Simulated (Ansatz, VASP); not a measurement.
# BiTe: VASP beside Ansatz

Contents of INCAR:

```
PREC = Accurate
ENCUT = 500
EDIFF = 1E-6
ISMEAR = -1
SIGMA = 0.01
LREAL = F
LASPH = T
NELM = 200
ALGO = Normal
ISIF = 2
LWAVE = F
LCHARG = F
MAGMOM = 0 0 0 0 0 0
LORBIT = 11
LSORBIT = T
GGA_COMPAT = F
LORBMOM = T
GGA = RP
IVDW = 13
NBANDS = 33
```

File KPOINTS:

```
Automatic mesh
0
Gamma
  5 5 5
```

File POSCAR:

```
BiTe
1.0
    0.0000000000      3.1000486500      3.1000486500
    3.1000486500      0.0000000000      3.1000486500
    3.1000486500      3.1000486500      0.0000000000
Bi Te
1 1
Direct
    0.0000000000      0.0000000000      0.0000000000
    0.5000000000      0.5000000000      0.5000000000
```

input.yaml

```yaml
crystal:
  lattice: { a: 6.2000973, b: 6.2000973, c: 6.2000973, alpha: 90.0, beta: 90.0, gamma: 90.0 }
  space_group: 225
  setting: { hermann_mauguin: Fm-3m }
  reduce_to_primitive: true
  atoms:
    - { symbol: Bi, position: [0.0, 0.0, 0.0] }
    - { symbol: Te, position: [0.5, 0.0, 0.0] }
kpoints:
  mp_grid: { grid: [5, 5, 5] }
scf:
  occupations: { method: fermi_dirac, width: 0.01 }
  mixing: { algorithm: broyden, beta: 0.9, ndim: 8, preconditioner: none }
hamiltonian:
  xc: rpbe
  dispersion: d4
  pseudopotentials: { kind: all_electron, lapw: { basis_error: 0.002 } }
magnetization:
  noncollinear: true
  spin_orbit: true
output:
  forces: true
  stress: true
  eigenvalues: true
```

Alike in both runs: task single point; functional RPBE; dispersion D4; k mesh 5 × 5 × 5; occupations fermi-dirac, width 0.01 eV; non-collinear spin, spin-orbit coupling.

```csv
,VASP,Ansatz
version,VASP 6.6.1,Ansatz 0.2.0
potentials or method,"VASP PAW PBE potentials, release 64 (Bi_d, Te), cutoff 500 eV","all-electron LAPW, relativistic spinors"
```

```tsv
	VASP	Ansatz	Ansatz less VASP
pressure (GPa)	7.1	7.3	+0.27
net moment per atom (μB)	0.00	0.00	0.000
```

VASP's potentials were made for PBE, not for RPBE. Ansatz ran all-electron here, and VASP with PAW potentials.

Noted on Ansatz's run: the k mesh is thin for a metal, which can move the energy by tens of meV per atom.
